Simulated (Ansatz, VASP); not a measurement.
## LiF in VASP and in Ansatz

Contents of INCAR:

```
PREC     = Accurate       # precision mode
ENCUT    = 520            # plane-wave cutoff, eV
EDIFF    = 1E-6           # SCF threshold, eV
ISMEAR   = 0              # smearing method
SIGMA    = 0.05           # smearing width, eV
LREAL    = False          # projectors in reciprocal space
LASPH    = True           # aspherical terms in the spheres
NELM     = 80             # most SCF steps
ALGO     = Normal         # electronic algorithm
ISIF     = 2              # what is computed and relaxed
LWAVE    = False          # write WAVECAR
LCHARG   = False          # write CHGCAR
GGA      = CA             # functional
NBANDS   = 18             # bands
```

Contents of KPOINTS:

```
Automatic mesh
0
Gamma
  9 9 6
```

The input POSCAR:

```
LiF
1.0
    2.9414785195      0.0000000000      0.0000000000
   -1.4707392598      2.5473951226      0.0000000000
    0.0000000000      0.0000000000      5.1022886400
Li F
2 2
Direct
    0.3333333333      0.6666666667      0.3839784076
    0.6666666667      0.3333333333      0.8839784076
    0.3333333333      0.6666666667      0.9910195924
    0.6666666667      0.3333333333      0.4910195924
```

Input for Ansatz:

```yaml
crystal:
  lattice:
    - [2.9414785195, 0.0, 0.0]
    - [-1.4707392598, 2.5473951226, 0.0]
    - [0.0, 0.0, 5.10228864]
  atoms:
    - { symbol: Li, position: [0.3333333333, 0.6666666667, 0.3839784076] }
    - { symbol: Li, position: [0.6666666667, 0.3333333333, 0.8839784076] }
    - { symbol: F, position: [0.3333333333, 0.6666666667, 0.9910195924] }
    - { symbol: F, position: [0.6666666667, 0.3333333333, 0.4910195924] }
basis:
  ecutwfc: 520.0
kpoints:
  mp_grid: { grid: [9, 9, 6] }
hamiltonian:
  xc: lda
scf:
  occupations: { method: gaussian, width: 0.05 }
output:
  forces: true
  stress: true
  eigenvalues: true
```

Alike in both runs: task single point; functional LDA; k mesh 9 × 9 × 6; occupations gaussian, width 0.05 eV; no spin polarisation.

```csv
,VASP,Ansatz
version,VASP 6.6.1,Ansatz 0.2.0
potentials or method,"VASP PAW LDA potentials, release 64 (Li_sv, F), cutoff 520 eV","scalar-relativistic, plane waves, PAW"
valence electrons in the cell,20,20
```

```csv
,VASP,Ansatz,Ansatz less VASP
gap on the k mesh at the Fermi level (eV),7.75,7.77,+0.016
least direct gap on the mesh (eV),7.75,7.77,+0.016
rms of the force components (eV/Å),0.196,0.192,-0.0035
```

LDA's correlation is that of Perdew and Zunger in VASP and of Perdew and Wang (1992) in Ansatz. Atom by atom the forces differ by 0.004 eV/Å (rms over components).

Noted on VASP's run: the cutoff is under 1.25 times that of the potentials, so the pressure is a little rough.
